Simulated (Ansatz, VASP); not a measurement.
BP: VASP beside Ansatz

```
B P
1.0
     0.00000    2.27410    2.27410
     2.27410    0.00000    2.27410
     2.27410    2.27410    0.00000
B P
1 1
Direct
  0.00000 0.00000 0.00000
  0.25000 0.25000 0.25000
```

Alike in both runs: functional PBE; k mesh 10 × 10 × 10; occupations gaussian, width 0.02 eV; no spin polarisation.

Ansatz relaxed the structure, and its values are those at the end. VASP's run is a single point on that final structure, the one shown.

|  | VASP | Ansatz |
| --- | --- | --- |
| version | VASP 6.6.1 | Ansatz 0.2.0 |
| potentials or method | VASP PAW PBE potentials, release 64 (B, P), cutoff 500 eV | scalar-relativistic, plane waves, PAW |
| valence electrons in the cell | 8 | 8 |

Ansatz gave:

| Item | Value |
| --- | --- |
| gap on the k mesh at the Fermi level (eV) | 1.25 |
| least direct gap on the mesh (eV) | 3.39 |
| pressure (GPa) | 0.0 |

Which values does VASP return?

gap on the k mesh at the Fermi level (eV): 1.25; least direct gap on the mesh (eV): 3.39; pressure (GPa): -0.2.
